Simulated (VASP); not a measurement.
# CuO in VASP: a series of runs, part 2 of 2

VASP 6.6.1. Earlier steps stand in the parts before.

## 4. Relaxation of cell and atoms, PBE, collinear spin, ferromagnetic start

INCAR reads:

```
PREC = Accurate
ENCUT = 600
EDIFF = 1E-7
ISMEAR = 0
SIGMA = 0.1
LREAL = False
LASPH = True
NELM = 150
ALGO = Normal
ISIF = 3
LWAVE = False
LCHARG = False
ISPIN = 2
MAGMOM = 0.52 0.61
LORBIT = 11
LMAXMIX = 4
GGA = PE
IBRION = 2
NSW = 90
EDIFFG = -0.04
```

KPOINTS reads:

```
regular mesh
0
Gamma
  6 6 6
```

POSCAR reads:

```
CuO
1.0
    2.6452082884      0.0000000000      0.0000000000
    0.0000000000      2.6452082884      0.0000000000
    0.0000000000      0.0000000000      2.6452082884
Cu O
1 1
Direct
    0.5000000000      0.5000000000      0.5000000000
    0.0000000000      0.0000000000      0.0000000000
```

Potentials or basis: VASP PAW PBE potentials, release 64 (Cu, O).

Run with:

```console
> cat potpaw_PBE.64/Cu/POTCAR potpaw_PBE.64/O/POTCAR > POTCAR
> mpirun -np 1 vasp_std > vasp.out
```

OUTCAR:

```text
PREC = Accurate
   ENCUT = 600
   EDIFF = 1E-7
   ISMEAR = 0
   LREAL = False
   LASPH = True
   NELM = 150
   ISIF = 3
   ISPIN = 2
   LORBIT = 11
   GGA = PE
   IBRION = 2
   NSW = 90
   EDIFFG = -0.04

 ion  position               nearest neighbor table
   1  0.500  0.500  0.500-   2 2.29   2 2.29   2 2.29   2 2.29   2 2.29   2 2.29   2 2.29   2 2.29

   2  0.000  0.000  0.000-   1 2.29   1 2.29   1 2.29   1 2.29   1 2.29   1 2.29   1 2.29   1 2.29

  LATTYP: Found a simple cubic cell.
 ALAT       =     2.6452082884

  Lattice vectors:

 A1 = (   2.6452082884,   0.0000000000,   0.0000000000)
 A2 = (   0.0000000000,   2.6452082884,   0.0000000000)
 A3 = (   0.0000000000,   0.0000000000,   2.6452082884)

Analysis of symmetry for initial positions (statically):
=====================================================================
 Subroutine PRICEL returns:
 Original cell was already a primitive cell.

 Routine SETGRP: Setting up the symmetry group for a
 simple cubic supercell.

 Subroutine GETGRP returns: Found 48 space group operations
 (whereof 48 operations were pure point group operations)
 out of a pool of 48 trial point group operations.

The static configuration has the point symmetry O_h .

Analysis of symmetry for dynamics (positions and initial velocities):
=====================================================================
 Subroutine PRICEL returns:
 Original cell was already a primitive cell.

 Routine SETGRP: Setting up the symmetry group for a
 simple cubic supercell.

 Subroutine GETGRP returns: Found 48 space group operations
 (whereof 48 operations were pure point group operations)
 out of a pool of 48 trial point group operations.

The dynamic configuration has the point symmetry O_h .

Analysis of structural, dynamic, and magnetic symmetry:
=====================================================================
 Subroutine PRICEL returns:
 Original cell was already a primitive cell.

 Routine SETGRP: Setting up the symmetry group for a
 simple cubic supercell.

 Subroutine GETGRP returns: Found 48 space group operations
 (whereof 48 operations were pure point group operations)
 out of a pool of 48 trial point group operations.

The overall configuration has the point symmetry O_h .

 Subroutine INISYM returns: Found 48 space group operations
 (whereof 48 operations are pure point group operations),
 and found     1 'primitive' translations

----------------------------------------------------------------------------------------

                                     Primitive cell

  volume of cell :      18.5089

  direct lattice vectors                    reciprocal lattice vectors
     2.645208288  0.000000000  0.000000000     0.378042064  0.000000000  0.000000000
     0.000000000  2.645208288  0.000000000     0.000000000  0.378042064  0.000000000
     0.000000000  0.000000000  2.645208288     0.000000000  0.000000000  0.378042064

  length of vectors
     2.645208288  2.645208288  2.645208288     0.378042064  0.378042064  0.378042064

  position of ions in fractional coordinates (direct lattice)
     0.500000000  0.500000000  0.500000000
     0.000000000  0.000000000  0.000000000

  ion indices of the primitive-cell ions
   primitive index   ion index
                 1           1
                 2           2

----------------------------------------------------------------------------------------
[... 89 lines left out ...]
   LORBIT       =     11    0 simple, 1 ext, 2 COOP (PROOUT), +10 PAW based schemes
   GGA     = PE    functional components
   LHFCALC =     F    Hartree Fock is set to
   AEXX    =    0.0000 exact exchange contribution
   IVDW    =     0    specifies the selected vdW correction
   LEPSILON=     F    determine dielectric tensor
   LRPA    =     F    only Hartree local field effects (RPA)
 conjugate gradient relaxation of ions
 spin polarized calculation
 Gauss-broadening in eV      SIGMA  =   0.10
  energy-cutoff  :      600.00
  volume of cell :       18.51
 maximum number of plane-waves:       630
 NGX is ok and might be reduce to    24
   NGX = 11   NGY = 11   NGZ = 11

 number of electron      17.0000015 magnetization       0.9850017

 Free energy of the ion-electron system (eV)
  ---------------------------------------------------
  ext. energy  EPLUGINS =         0.00000000
  ---------------------------------------------------
  free energy    TOTEN  =        -8.66868019 eV

  energy without entropy =       -8.66332598  energy(sigma->0) =       -8.66600309

 E-fermi :   6.2179     XC(G=0): -12.7022

 val. band max:        6.2122500336   @ k =   0.5000   0.5000   0.3333
 cond. band min:       6.2232806752   @ k =   0.1667   0.1667   0.0000
 fundamental gap:      0.0110306416
 Fermi energy:         6.2178916283

 spin component 1

 k-point     1 :       0.0000    0.0000    0.0000
  band No.  band energies     occupation
      1     -13.3701      1.00000
      2       2.9690      1.00000
      3       2.9690      1.00000
      4       3.9408      1.00000
      5       3.9408      1.00000
      6       3.9408      1.00000
      7       4.3860      1.00000
      8       4.3860      1.00000
      9       4.3860      1.00000
     10       6.7393      0.00000
     11      21.8198      0.00000
     12      21.8198      0.00000
     13      25.5622      0.00000
[... 289 lines left out ...]
 k-point    20 :       0.5000    0.5000    0.5000
  band No.  band energies     occupation
      1     -10.7625      1.00000
      2       0.1732      1.00000
      3       0.1732      1.00000
      4       0.1732      1.00000
      5       4.9965      1.00000
      6       4.9965      1.00000
      7       6.0981      0.95488
      8       6.0981      0.95488
      9       6.0981      0.95488
     10      13.2420      0.00000
     11      13.2420      0.00000
     12      13.2420      0.00000
     13      18.9937      0.00000
 Fermi energy:         6.2178916283

 spin component 2

 k-point     1 :       0.0000    0.0000    0.0000
  band No.  band energies     occupation
      1     -12.6114      1.00000
      2       3.2081      1.00000
      3       3.2081      1.00000
      4       4.8287      1.00000
      5       4.8287      1.00000
      6       4.8287      1.00000
      7       5.0497      1.00000
      8       5.0497      1.00000
      9       5.0497      1.00000
     10       6.9778      0.00000
     11      21.8518      0.00000
     12      21.8518      0.00000
     13      25.7667      0.00000
[... 290 lines left out ...]
  band No.  band energies     occupation
      1      -9.7743      1.00000
      2       0.7720      1.00000
      3       0.7720      1.00000
      4       0.7720      1.00000
      5       5.3185      1.00000
      6       5.3185      1.00000
      7       6.9455      0.00000
      8       6.9455      0.00000
      9       6.9455      0.00000
     10      13.1732      0.00000
     11      13.1732      0.00000
     12      13.1732      0.00000
     13      19.0690      0.00000

------------------------ aborting loop because EDIFF is reached ----------------------------------------

  FORCE on cell =-STRESS in cart. coord.  units (eV):
  Direction    XX          YY          ZZ          XY          YZ          ZX
  --------------------------------------------------------------------------------------
  -------------------------------------------------------------------------------------
  Total        0.0171199      0.0171199      0.0171199      0.0000000     -0.0000000      0.0000000
  in kB        1.4819463      1.4819463      1.4819463      0.0000000     -0.0000000      0.0000000
  external PRESSURE =       1.4819463 kB  Pullay stress =       0.0000000 kB

 VOLUME and BASIS-vectors are now :
 -----------------------------------------------------------------------------
  energy-cutoff  :      600.00
  volume of cell :       18.51
      direct lattice vectors                 reciprocal lattice vectors
     2.645208288  0.000000000  0.000000000     0.378042064  0.000000000  0.000000000
     0.000000000  2.645208288  0.000000000     0.000000000  0.378042064  0.000000000
     0.000000000  0.000000000  2.645208288     0.000000000  0.000000000  0.378042064

 POSITION                                       TOTAL-FORCE (eV/Angst)
 -----------------------------------------------------------------------------------
      1.32260      1.32260      1.32260         0.000000      0.000000      0.000000
      0.00000      0.00000      0.00000         0.000000      0.000000      0.000000
 -----------------------------------------------------------------------------------
    total drift:                                0.000000      0.000000     -0.000000

  FREE ENERGIE OF THE ION-ELECTRON SYSTEM (eV)
  ---------------------------------------------------
  free  energy   TOTEN  =        -8.6686801947 eV

  energy  without entropy=       -8.6633259788  energy(sigma->0) =       -8.66600309

 reached required accuracy - stopping structural energy minimisation

 total charge

# of ion       s       p       d       tot
------------------------------------------
    1        0.283   0.282   9.176   9.741
    2        1.595   3.261   0.000   4.856
--------------------------------------------------
tot          1.878   3.543   9.176  14.596

 magnetization (x)

# of ion       s       p       d       tot
------------------------------------------
    1       -0.017  -0.013   0.476   0.446
    2        0.004   0.498   0.000   0.503
--------------------------------------------------
tot         -0.012   0.485   0.476   0.949
```

CONTCAR:

```text
CuO
   1.00000000000000
     2.6452082884000001    0.0000000000000000    0.0000000000000000
     0.0000000000000000    2.6452082884000001    0.0000000000000000
     0.0000000000000000    0.0000000000000000    2.6452082884000001
  Cu              O
     1     1
Direct
     0.5000000000000000    0.5000000000000000    0.5000000000000000
     0.0000000000000000    0.0000000000000000    0.0000000000000000

  0.00000000E+00  0.00000000E+00  0.00000000E+00
  0.00000000E+00  0.00000000E+00  0.00000000E+00
```

It took 48 s on 1 thread of AMD EPYC 7R13, shared host; peak memory 0.12 GiB.

What came out:

| Property | Result |
| --- | --- |
| Free energy | -8.6687 eV |
| Pressure after relaxing | 0.1 GPa |
| Band gap on the k mesh | zero (filled and empty bands overlap) |
| Net moment | 0.99 μB per cell |
| Site moments | Cu +0.45; O +0.50 μB |
| Valence electrons inside the program's atomic spheres | Cu 9.74; O 4.86 |

Final structure:
```yaml
crystal:
  lattice:
    - [2.64521, 0.00000, 0.00000]
    - [0.00000, 2.64521, 0.00000]
    - [0.00000, 0.00000, 2.64521]
  atoms:
    - { symbol: Cu, position: [0.50000, 0.50000, 0.50000] }
    - { symbol: O, position: [0.00000, 0.00000, 0.00000] }
```

Levels at points of the mesh, in eV from the Fermi level:
Spin up:
| k point | band 6 | band 7 | band 8 | band 9 | band 10 | band 11 | band 12 | band 13 |
| --- | --- | --- | --- | --- | --- | --- | --- | --- |
| (0.00, 0.00, 0.00) | -2.28 | -1.83 | -1.83 | -1.83 | 0.52 | 15.60 | 15.60 | 19.34 |
| (0.50, 0.00, 0.00) | -1.78 | -1.26 | -0.08 | -0.08 | 6.28 | 7.46 | 17.50 | 17.52 |
| (0.50, 0.50, 0.00) | -2.25 | -2.25 | -1.41 | -1.25 | 5.12 | 11.03 | 11.03 | 16.87 |
| (0.50, 0.50, 0.50) | -1.22 | -0.12 | -0.12 | -0.12 | 7.02 | 7.02 | 7.02 | 12.78 |
Spin down:
```csv
k point,band 5,band 6,band 7,band 8,band 9,band 10,band 11,band 12
"(0.00, 0.00, 0.00)",-1.39,-1.39,-1.17,-1.17,-1.17,0.76,15.63,15.63
"(0.50, 0.00, 0.00)",-2.75,-1.11,-0.88,0.84,0.84,6.40,8.01,17.51
"(0.50, 0.50, 0.00)",-1.70,-1.62,-1.62,-0.93,-0.42,5.18,11.38,11.38
"(0.50, 0.50, 0.50)",-0.90,-0.90,0.73,0.73,0.73,6.96,6.96,6.96
```

Caveat: the k points lie up to 0.40 Å⁻¹ apart in the final cell; the relaxation stopped at its first step, so nothing moved; a cell with one magnetic atom can't hold antiferromagnetic order, which such compounds often take; semilocal functionals often make such compounds metallic where correlation or magnetic order opens a gap, which also shifts bond lengths. With open d or f shells a metallic result of PBE can be an artefact of self-interaction; +U or a hybrid may open a gap.

## 5. Single point, PBE, collinear spin, ferromagnetic start

INCAR reads:

```
PREC = Accurate ; ENCUT = 520
EDIFF = 1E-6 ; ISMEAR = 0
SIGMA = 0.1 ; LREAL = False
LASPH = True ; NELM = 150
ALGO = Normal ; ISIF = 2
LWAVE = False ; LCHARG = False
ISPIN = 2 ; MAGMOM = 0.52 0.6
LORBIT = 11 ; LMAXMIX = 4
GGA = PE ; NBANDS = 20
```

KPOINTS reads:

```
regular mesh
0
Gamma
  20 20 20
```

POSCAR reads:

```
CuO
1.0
    2.6460493506      0.0000000000      0.0000000000
    0.0000000000      2.6460493506      0.0000000000
    0.0000000000      0.0000000000      2.6460493506
Cu O
1 1
Direct
    0.5000000000      0.5000000000      0.5000000000
    0.0000000000      0.0000000000      0.0000000000
```

Run with:

```console
> cat potpaw_PBE.64/Cu/POTCAR potpaw_PBE.64/O/POTCAR > POTCAR
> mpirun -np 1 vasp_std > vasp.out
```

It took 7.3 min on 1 thread of AMD EPYC 7R13, shared host; peak memory 0.23 GiB.

The run converged. Its results:

```yaml
Free_energy: -8.6654 eV
Pressure: 0.1 GPa
Band_gap_on_the_k_mesh: zero (filled and empty bands overlap)
Net_moment: 1.00 μB per cell
Site_moments: Cu +0.45; O +0.51 μB
Valence_electrons_inside_the_program's_atomic_spheres: Cu 9.74; O 4.86
```

Levels at points of the mesh, in eV from the Fermi level:
Spin up:
```
           k point  band 6  band 7  band 8  band 9  band 10  band 11  band 12  band 13
(0.00, 0.00, 0.00)   -2.28   -1.85   -1.85   -1.85     0.51    15.59    15.59    19.33
(0.50, 0.00, 0.00)   -1.79   -1.27   -0.09   -0.09     6.27     7.44    17.49    17.50
(0.50, 0.50, 0.00)   -2.26   -2.26   -1.41   -1.26     5.10    11.01    11.01    16.86
(0.50, 0.50, 0.50)   -1.23   -0.13   -0.13   -0.13     7.02     7.02     7.02    12.75
```
Spin down:
| k point | band 4 | band 5 | band 6 | band 7 | band 8 | band 9 | band 10 | band 11 | band 12 | band 13 |
| --- | --- | --- | --- | --- | --- | --- | --- | --- | --- | --- |
| (0.00, 0.00, 0.00) | -1.38 | -1.38 | -1.38 | -1.17 | -1.17 | -1.17 | 0.75 | 15.62 | 15.62 | 19.53 |
| (0.50, 0.00, 0.00) | -2.92 | -2.75 | -1.11 | -0.88 | 0.84 | 0.84 | 6.39 | 8.00 | 17.50 | 17.53 |
| (0.50, 0.50, 0.00) | -2.73 | -1.70 | -1.62 | -1.62 | -0.93 | -0.42 | 5.17 | 11.37 | 11.37 | 17.06 |
| (0.50, 0.50, 0.50) | -5.44 | -0.91 | -0.91 | 0.73 | 0.73 | 0.73 | 6.95 | 6.95 | 6.95 | 12.83 |

Caveat: a cell with one magnetic atom can't hold antiferromagnetic order, which such compounds often take; semilocal functionals often make such compounds metallic where correlation or magnetic order opens a gap, which also shifts bond lengths.

## 6. The runs side by side

```tsv
task	cell	k mesh	cutoff (eV)	gap on the mesh (eV)	pressure (GPa)	moment (μB)
single point	a = 2.645 Å, 2 atoms	6 × 6 × 6	520	none	0.2	0.98
single point	a = 2.644, b = 2.644, c = 2.647 Å, 2 atoms	8 × 8 × 4	520	none	0.2	1.00
relaxation of cell and atoms	relaxed from a = 2.645 Å, 2 atoms	6 × 6 × 6	600	none	0.1	0.99
single point	a = 2.646 Å, 2 atoms	20 × 20 × 20	520	none	0.1	1.00
```

Alike in all rows: level PBE; potentials or basis VASP PAW PBE potentials, release 64 (Cu, O); spin collinear, ferromagnetic start; smearing gaussian 0.1 eV.

Caveats: some runs use coarse meshes; a cell with one magnetic atom can't hold antiferromagnetic order, which such compounds often take; semilocal functionals often make such compounds metallic where correlation or magnetic order opens a gap, which also shifts bond lengths; the relaxation stopped at its first step, so nothing moved (some runs).

Absolute energies hang on the potentials; compare differences alone.
